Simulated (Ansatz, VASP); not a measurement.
Two plane-wave programs on BeCd3S4

Contents of POSCAR:

```
BeCd3S4
1.0
    5.7261691881      0.0000000000      0.0000000000
    0.0000000000      5.7261691881      0.0000000000
    0.0000000000      0.0000000000      5.7261691881
Be S Cd
1 4 3
Direct
    0.0000000000      0.0000000000      0.0000000000
    0.2216284717      0.2216284717      0.2216284717
    0.7783715283      0.7783715283      0.2216284717
    0.7783715283      0.2216284717      0.7783715283
    0.2216284717      0.7783715283      0.7783715283
    0.5000000000      0.5000000000      0.0000000000
    0.5000000000      0.0000000000      0.5000000000
    0.0000000000      0.5000000000      0.5000000000
```

File INCAR.step1:

```
PREC = Accurate
ENCUT = 520
ISMEAR = 0
SIGMA = 0.01
LREAL = False
LASPH = True
NELM = 100
NBANDS = 41
GGA = PE
ALGO = Normal
EDIFF = 1E-4
LWAVE = True
LCHARG = False
```

The input INCAR.step2:

```
PREC = Accurate
ENCUT = 520
EDIFF = 1E-7
ISMEAR = 0
SIGMA = 0.01
LREAL = False
LASPH = True
NELM = 100
ALGO = Normal
ISIF = 2
LWAVE = False
LCHARG = False
METAGGA = R2SCAN
LMIXTAU = True
NBANDS = 41
ISTART = 1
```

KPOINTS

```
Automatic mesh
0
Gamma
  4 4 4
```

Input for Ansatz:

```yaml
crystal:
  lattice:
    - [5.7261691881, 0.0, 0.0]
    - [0.0, 5.7261691881, 0.0]
    - [0.0, 0.0, 5.7261691881]
  atoms:
    - { symbol: Be, position: [0.0, 0.0, 0.0] }
    - { symbol: S, position: [0.2216284717, 0.2216284717, 0.2216284717] }
    - { symbol: Cd, position: [0.5, 0.5, 0.0] }
    - { symbol: S, position: [0.7783715283, 0.7783715283, 0.2216284717] }
    - { symbol: Cd, position: [0.5, 0.0, 0.5] }
    - { symbol: S, position: [0.7783715283, 0.2216284717, 0.7783715283] }
    - { symbol: Cd, position: [0.0, 0.5, 0.5] }
    - { symbol: S, position: [0.2216284717, 0.7783715283, 0.7783715283] }
kpoints:
  mp_grid: { grid: [4, 4, 4] }
hamiltonian:
  xc: r2scan
scf:
  occupations: { method: fixed }
  n_extra_bands: 6
output:
  forces: true
  stress: true
  eigenvalues: true
```

Alike in both runs: task single point; functional r2SCAN; k mesh 4 × 4 × 4; no spin polarisation.

|  | VASP | Ansatz |
| --- | --- | --- |
| version | VASP 6.6.1 | Ansatz 0.2.0 |
| potentials or method | VASP PAW PBE potentials, release 64 (Be, S, Cd) | plane waves, PAW |
| plane-wave cutoff (eV) | 520 | 500 |
| occupations | gaussian, width 0.01 eV | fixed |
| valence electrons in the cell | 62 | 86 |

VASP gave:

```
gap on the k mesh at the Fermi level (eV) : 1.99
pressure (GPa)                            : -3.3
rms of the force components (eV/Å)        : 0.016
```

Problem. What did Ansatz give for the same quantities?

Solution. gap on the k mesh at the Fermi level (eV): 1.98; pressure (GPa): -3.5; rms of the force components (eV/Å): 0.025.

VASP's potentials were made for PBE, not for r2SCAN. VASP's potentials hold 62 valence electrons a cell and Ansatz's 86, so a difference there can come from the potentials and not from the codes.
